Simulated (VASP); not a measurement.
# Ta (Pm-3m) in VASP: notebook

Ta is run at these levels: RPBE; tasks: single point.

Everything below comes from runs of VASP 6.6.1. Logs are shortened: lines on timing, memory, paths and dates and some standing lists are left out, and cuts for length are marked.

## (1) The cell of the first run

It takes space group Pm-3m (No. 221, cubic). The conventional cell has a = 2.645 Å, b = 2.645 Å, c = 2.645 Å, α = 90.00°, β = 90.00°, γ = 90.00°. Ta (site symmetry m-3m) has 6 Ta at 2.65 Å within 3.5 Å.

## (2) Single point, RPBE (volume scaled by 0.88)

File INCAR:

```
SYSTEM = Ta
ALGO     = Normal         ! electronic algorithm
EDIFF    = 1E-7           ! SCF threshold, eV
ENCUT    = 520            ! plane-wave cutoff, eV
GGA      = RP             ! functional
ISIF     = 2              ! what is computed and relaxed
ISMEAR   = -1             ! smearing method
LASPH    = .True.         ! aspherical terms in the spheres
LCHARG   = .False.        ! write CHGCAR
LREAL    = .False.        ! projectors in reciprocal space
LWAVE    = .False.        ! write WAVECAR
NBANDS   = 12             ! bands
NELM     = 100            ! most SCF steps
PREC     = Accurate       ! precision mode
SIGMA    = 0.1            ! smearing width, eV
```

File KPOINTS:

```
k-points
0
Gamma
  13 13 13
  0 0 0
```

File POSCAR:

```
Ta
1.0
    2.6450373195      0.0000000000      0.0000000000
    0.0000000000      2.6450373195      0.0000000000
    0.0000000000      0.0000000000      2.6450373195
Ta
1
Direct
    0.0000000000      0.0000000000      0.0000000000
```

Potentials or basis: VASP PAW PBE potentials, release 64 (Ta_pv).

On the command line:

```bash
$ cat potpaw_PBE.64/Ta_pv/POTCAR > POTCAR
$ mpirun -np 1 vasp_std > vasp.out
```

OUTCAR:

```text
SYSTEM = Ta
   EDIFF = 1E-7
   ENCUT = 520
   GGA = RP
   ISIF = 2
   ISMEAR = -1
   LASPH = .True.
   LREAL = .False.
   NELM = 100
   PREC = Accurate

 ion  position               nearest neighbor table
   1  0.000  0.000  0.000-

  LATTYP: Found a simple cubic cell.
 ALAT       =     2.6450373195

  Lattice vectors:

 A1 = (   2.6450373195,   0.0000000000,   0.0000000000)
 A2 = (   0.0000000000,   2.6450373195,   0.0000000000)
 A3 = (   0.0000000000,   0.0000000000,   2.6450373195)

Analysis of symmetry for initial positions (statically):
=====================================================================
 Subroutine PRICEL returns:
 Original cell was already a primitive cell.

 Routine SETGRP: Setting up the symmetry group for a
 simple cubic supercell.

 Subroutine GETGRP returns: Found 48 space group operations
 (whereof 48 operations were pure point group operations)
 out of a pool of 48 trial point group operations.

The static configuration has the point symmetry O_h .

Analysis of symmetry for dynamics (positions and initial velocities):
=====================================================================
 Subroutine PRICEL returns:
 Original cell was already a primitive cell.

 Routine SETGRP: Setting up the symmetry group for a
 simple cubic supercell.

 Subroutine GETGRP returns: Found 48 space group operations
 (whereof 48 operations were pure point group operations)
 out of a pool of 48 trial point group operations.

The dynamic configuration has the point symmetry O_h .

 Subroutine INISYM returns: Found 48 space group operations
 (whereof 48 operations are pure point group operations),
 and found     1 'primitive' translations

----------------------------------------------------------------------------------------

                                     Primitive cell

  volume of cell :      18.5053

  direct lattice vectors                    reciprocal lattice vectors
     2.645037320  0.000000000  0.000000000     0.378066499  0.000000000  0.000000000
     0.000000000  2.645037320  0.000000000     0.000000000  0.378066499  0.000000000
     0.000000000  0.000000000  2.645037320     0.000000000  0.000000000  0.378066499

  length of vectors
     2.645037320  2.645037320  2.645037320     0.378066499  0.378066499  0.378066499

  position of ions in fractional coordinates (direct lattice)
     0.000000000  0.000000000  0.000000000

  ion indices of the primitive-cell ions
   primitive index   ion index
                 1           1

----------------------------------------------------------------------------------------

 KPOINTS: k-points

Automatic generation of k-mesh.
 Grid dimensions read from file:
 generate k-points for:   13   13   13

 Generating k-lattice:

  Cartesian coordinates                     Fractional coordinates (reciprocal lattice)
     0.029082038  0.000000000  0.000000000     0.076923077  0.000000000  0.000000000
     0.000000000  0.029082038  0.000000000     0.000000000  0.076923077  0.000000000
     0.000000000  0.000000000  0.029082038     0.000000000  0.000000000  0.076923077

  Length of vectors
     0.029082038  0.029082038  0.029082038

  Shift w.r.t. Gamma in fractional coordinates (k-lattice)
     0.000000000  0.000000000  0.000000000

 Subroutine IBZKPT returns following result:
 ===========================================

 Found     84 irreducible k-points:

 Following reciprocal coordinates:
            Coordinates               Weight
  0.000000  0.000000  0.000000      1.000000
  0.076923  0.000000  0.000000      6.000000
  0.153846  0.000000  0.000000      6.000000
  0.230769  0.000000  0.000000      6.000000
  0.307692  0.000000  0.000000      6.000000
  0.384615  0.000000  0.000000      6.000000
[... 16 lines left out ...]
  0.307692  0.307692  0.000000     12.000000
  0.384615  0.307692  0.000000     24.000000
 [... further k-points ...]
   k-points           NKPTS =     84   k-points in BZ     NKDIM =     84   number of bands    NBANDS=     12
   number of dos      NEDOS =    301   number of ions     NIONS =      1
   total plane-waves  NPLWV =   8000
   dimension x,y,z NGX =    20 NGY =   20 NGZ =   20
   dimension x,y,z NGXF=    40 NGYF=   40 NGZF=   40
   ions per type =               1
   NGX,Y,Z   is equivalent  to a cutoff of  12.57, 12.57, 12.57 a.u.
   NGXF,Y,Z  is equivalent  to a cutoff of  25.14, 25.14, 25.14 a.u.
 SYSTEM =  Ta
   PREC   = accura    normal or accurate (medium, high low for compatibility)
   ISTART =      0    job   : 0-new  1-cont  2-samecut
   ICHARG =      2    charge: 1-file 2-atom 10-const
   ISPIN  =      1    spin polarized calculation?
   LNONCOLLINEAR =      F non collinear calculations
   LSORBIT =      F    spin-orbit coupling
   LASPH  =      T    aspherical Exc in radial PAW
   ENCUT  =  520.0 eV  38.22 Ry    6.18 a.u.   4.92  4.92  4.92*2*pi/ulx,y,z
   NELM   =    100;   NELMIN=  2; NELMDL= -5     # of ELM steps
   EDIFF  = 0.1E-06   stopping-criterion for ELM
   LREAL  =      F    real-space projection
   EDIFFG = 0.1E-05   stopping-criterion for IOM
   NSW    =      0    number of steps for IOM
   IBRION =     -1    ionic relax: 0-MD 1-quasi-New 2-CG
   NFREE  =      0    steps in history (QN), initial steepest desc. (CG)
   ISIF   =      2    stress and relaxation
   ISYM   =      2    0-nonsym 1-usesym 2-fastsym
   POTIM  = 0.5000    time-step for ionic-motion
   TEBEG  =    0.0;   TEEND  =   0.0 temperature during run
   PSTRESS=    0.0 pullay stress
   NELECT =      11.0000    total number of electrons
   NUPDOWN=      -1.0000    fix difference up-down
   EMIN   =  10.00;   EMAX   =-10.00  energy-range for DOS
   EFERMI =   0.00;   METHOD = LEGACY
   ISMEAR =    -1;   SIGMA  =   0.10  broadening in eV -4-tet -1-fermi 0-gaus
   EFERMI_NEDOS =   21; number of points for ismear=-14 and -15
   IALGO  =     38    algorithm
   IMIX   =      4    mixing-type and parameters
     AMIX     =   0.40;   BMIX     =  1.00
     AMIX_MAG =   1.60;   BMIX_MAG =  1.00
  volume/ion in A,a.u.               =      18.51       124.88
  Fermi-wavevector in a.u.,A,eV,Ry     =   1.376493  2.601194 25.779397  1.894732
  Thomas-Fermi vector in A             =   2.501732
   LORBIT       =      0    0 simple, 1 ext, 2 COOP (PROOUT), +10 PAW based schemes
   GGA     = RP    functional components
   LHFCALC =     F    Hartree Fock is set to
   AEXX    =    0.0000 exact exchange contribution
   IVDW    =     0    specifies the selected vdW correction
   LEPSILON=     F    determine dielectric tensor
   LRPA    =     F    only Hartree local field effects (RPA)
 non-spin polarized calculation
  energy-cutoff  :      520.00
  volume of cell :       18.51
 maximum number of plane-waves:       511
 NGX is ok and might be reduce to    20
   NGX =  9   NGY =  9   NGZ =  9

 number of electron      10.9999996 magnetization

 Free energy of the ion-electron system (eV)
  ---------------------------------------------------
  ext. energy  EPLUGINS =         0.00000000
  ---------------------------------------------------
  free energy    TOTEN  =       -10.06182848 eV

  energy without entropy =      -10.03519115  energy(sigma->0) =      -10.04850982

 E-fermi :   5.4135     XC(G=0): -12.3111

 val. band max:        5.3837620788   @ k =   0.4615   0.4615   0.1538
 cond. band min:       5.4455868563   @ k =   0.2308   0.2308   0.1538
 fundamental gap:      0.0618247775
 Fermi energy:         5.4134983795

 k-point     1 :       0.0000    0.0000    0.0000
  band No.  band energies     occupation
      1     -27.7157      2.00000
      2     -27.7157      2.00000
      3     -27.7157      2.00000
      4      -2.2559      2.00000
      5       2.3841      2.00000
      6       2.3841      2.00000
      7      12.3589      0.00000
      8      12.3589      0.00000
      9      12.3589      0.00000
     10      20.1079      0.00000
     11      20.9812      0.00000
     12      20.9812      0.00000

 k-point     2 :       0.0769    0.0000    0.0000
  band No.  band energies     occupation
      1     -27.8182      2.00000
      2     -27.7072      2.00000
      3     -27.7072      2.00000
      4      -2.0545      2.00000
      5       2.4395      2.00000
      6       2.6040      2.00000
      7      11.9651      0.00000
      8      11.9651      0.00000
      9      12.3851      0.00000
     10      19.9451      0.00000
     11      20.1245      0.00000
     12      21.4589      0.00000

 k-point     3 :       0.1538    0.0000    0.0000
  band No.  band energies     occupation
      1     -28.0952      2.00000
      2     -27.6835      2.00000
      3     -27.6835      2.00000
      4      -1.5077      2.00000
      5       2.5971      2.00000
      6       3.2401      2.00000
      7      11.0413      0.00000
      8      11.0413      0.00000
      9      12.4584      0.00000
     10      18.1271      0.00000
     11      20.1119      0.00000
     12      22.6170      0.00000
[... 286 lines left out ...]
 k-point    23 :       0.3077    0.3077    0.0000
  band No.  band energies     occupation
      1     -28.7287      2.00000
      2     -28.6830      2.00000
      3     -27.5162      2.00000
      4       1.7737      2.00000
      5       3.4320      2.00000
      6       7.3120      0.00000
      7       7.8722      0.00000
      8       9.4278      0.00000
      9       9.8534      0.00000
     10      17.2545      0.00000
     11      19.4501      0.00000
     12      20.1273      0.00000

 k-point    24 :       0.3846    0.3077    0.0000
  band No.  band energies     occupation
      1     -28.9979      2.00000
      2     -28.6631      2.00000
      3     -27.4873      2.00000
      4       1.9143      2.00000
      5       3.2814      2.00000
      6       7.6057      0.00000
      7       8.9652      0.00000
      8       9.2141      0.00000
      9       9.8409      0.00000
     10      16.6151      0.00000
     11      20.0233      0.00000
     12      20.2385      0.00000

 [... further k-points ...]

------------------------ aborting loop because EDIFF is reached ----------------------------------------

  FORCE on cell =-STRESS in cart. coord.  units (eV):
  Direction    XX          YY          ZZ          XY          YZ          ZX
  --------------------------------------------------------------------------------------
  -------------------------------------------------------------------------------------
  Total        2.6068714      2.6068714      2.6068714     -0.0000000     -0.0000000      0.0000000
  in kB      225.7016760    225.7016760    225.7016760     -0.0000000     -0.0000000      0.0000000
  external PRESSURE =     225.7016760 kB  Pullay stress =       0.0000000 kB

 VOLUME and BASIS-vectors are now :
 -----------------------------------------------------------------------------
  energy-cutoff  :      520.00
  volume of cell :       18.51
      direct lattice vectors                 reciprocal lattice vectors
     2.645037320  0.000000000  0.000000000     0.378066499  0.000000000  0.000000000
     0.000000000  2.645037320  0.000000000     0.000000000  0.378066499  0.000000000
     0.000000000  0.000000000  2.645037320     0.000000000  0.000000000  0.378066499

 POSITION                                       TOTAL-FORCE (eV/Angst)
 -----------------------------------------------------------------------------------
      0.00000      0.00000      0.00000         0.000000      0.000000      0.000000
 -----------------------------------------------------------------------------------
    total drift:                               -0.000000      0.000000      0.000000

  FREE ENERGIE OF THE ION-ELECTRON SYSTEM (eV)
  ---------------------------------------------------
  free  energy   TOTEN  =       -10.0618284793 eV

  energy  without entropy=      -10.0351911511  energy(sigma->0) =      -10.04850982
```

Wall time 20 s (1 thread of Intel Xeon 8259CL, shared host); peak memory 0.13 GiB.

Results:

```yaml
Free_energy: -10.0618 eV
Pressure: 22.6 GPa
```

Levels at points of the mesh, in eV from the Fermi level:
```csv
k point,band 4,band 5,band 6,band 7,band 8,band 9
"(0.00, 0.00, 0.00)",-7.67,-3.03,-3.03,6.95,6.95,6.95
```

Caveat: the PAW data sets were made with another functional, which shifts forces and pressure a little; spin-orbit coupling is left out, which moves the levels of the heavy elements.

## (3) Single point, RPBE (volume scaled by 0.92)

File INCAR:

```
SYSTEM = Ta
ALGO = Normal
EDIFF = 1E-7
ENCUT = 520
GGA = RP
ISIF = 2
ISMEAR = -1
LASPH = .TRUE.
LCHARG = .FALSE.
LREAL = .FALSE.
LWAVE = .FALSE.
NBANDS = 12
NELM = 60
PREC = Accurate
SIGMA = 0.1
```

File KPOINTS:

```
k-points
0
G
  13 13 13
  0 0 0
```

File POSCAR:

```
Ta
1.0
    2.6845213096      0.0000000000      0.0000000000
    0.0000000000      2.6845213096      0.0000000000
    0.0000000000      0.0000000000      2.6845213096
Ta
1
Direct
    0.0000000000      0.0000000000      0.0000000000
```

Potentials or basis: VASP PAW PBE potentials, release 64 (Ta_pv).

On the command line:

```bash
$ cat potpaw_PBE.64/Ta_pv/POTCAR > POTCAR
$ mpirun -np 1 vasp_std > vasp.out
```

Wall time 22 s (1 thread of Intel Xeon 8259CL, shared host); peak memory 0.13 GiB.

Results (log left out):

```yaml
Free_energy: -10.1560 eV
Pressure: 13.5 GPa
```

Levels at points of the mesh, in eV from the Fermi level:
| k point | band 2 | band 3 | band 4 | band 5 | band 6 | band 7 | band 8 | band 9 | band 10 | band 11 |
| --- | --- | --- | --- | --- | --- | --- | --- | --- | --- | --- |
| (0.00, 0.00, 0.00) | -33.27 | -33.27 | -7.50 | -2.84 | -2.84 | 6.60 | 6.60 | 6.60 | 14.58 | 15.11 |

Caveat: the PAW data sets were made with another functional, which shifts forces and pressure a little; spin-orbit coupling is left out, which moves the levels of the heavy elements.

## (4) Single point, RPBE (volume scaled by 0.96)

File INCAR:

```
SYSTEM = Ta
  PREC = Accurate
  ENCUT = 520
  EDIFF = 1E-6
  ISMEAR = -1
  SIGMA = 0.1
  LREAL = .FALSE.
  LASPH = .TRUE.
  NELM = 80
  ALGO = Normal
  ISIF = 2
  LWAVE = .FALSE.
  LCHARG = .FALSE.
  GGA = RP
  NBANDS = 12
```

File KPOINTS:

```
Automatic mesh
0
G
  13 13 13
  0 0 0
```

File POSCAR:

```
Ta
1.0
    2.7228767960      0.0000000000      0.0000000000
    0.0000000000      2.7228767960      0.0000000000
    0.0000000000      0.0000000000      2.7228767960
Ta
1
Direct
    0.0000000000      0.0000000000      0.0000000000
```

On the command line:

```bash
$ cat potpaw_PBE.64/Ta_pv/POTCAR > POTCAR
$ mpirun -np 1 vasp_std > vasp.out
```

Wall time 22 s (1 thread of Intel Xeon 8259CL, shared host); peak memory 0.14 GiB.

It converged, with:

* Free energy: -10.2072 eV
* Pressure: 6.1 GPa

Levels at points of the mesh, in eV from the Fermi level:
| k point | band 3 | band 4 | band 5 | band 6 | band 7 | band 8 | band 9 | band 10 |
| --- | --- | --- | --- | --- | --- | --- | --- | --- |
| (0.00, 0.00, 0.00) | -33.41 | -7.35 | -2.68 | -2.68 | 6.28 | 6.28 | 6.28 | 14.68 |

Caveat: the PAW data sets were made with another functional, which shifts forces and pressure a little; spin-orbit coupling is left out, which moves the levels of the heavy elements.

## (5) Summary

| cell | gap on the mesh (eV) | pressure (GPa) |
| --- | --- | --- |
| a = 2.645 Å, 1 atom | none | 22.6 |
| a = 2.685 Å, 1 atom | none | 13.5 |
| a = 2.723 Å, 1 atom | none | 6.1 |

Alike in all rows: task single point; level RPBE; potentials or basis VASP PAW PBE potentials, release 64 (Ta_pv); no spin polarisation; k mesh 13 × 13 × 13; cutoff (eV) 520; smearing fermi-dirac 0.1 eV.

Caveats: the PAW data sets were made with another functional, which shifts forces and pressure a little; spin-orbit coupling is left out, which moves the levels of the heavy elements.

Absolute energies hang on the potentials; compare differences alone.
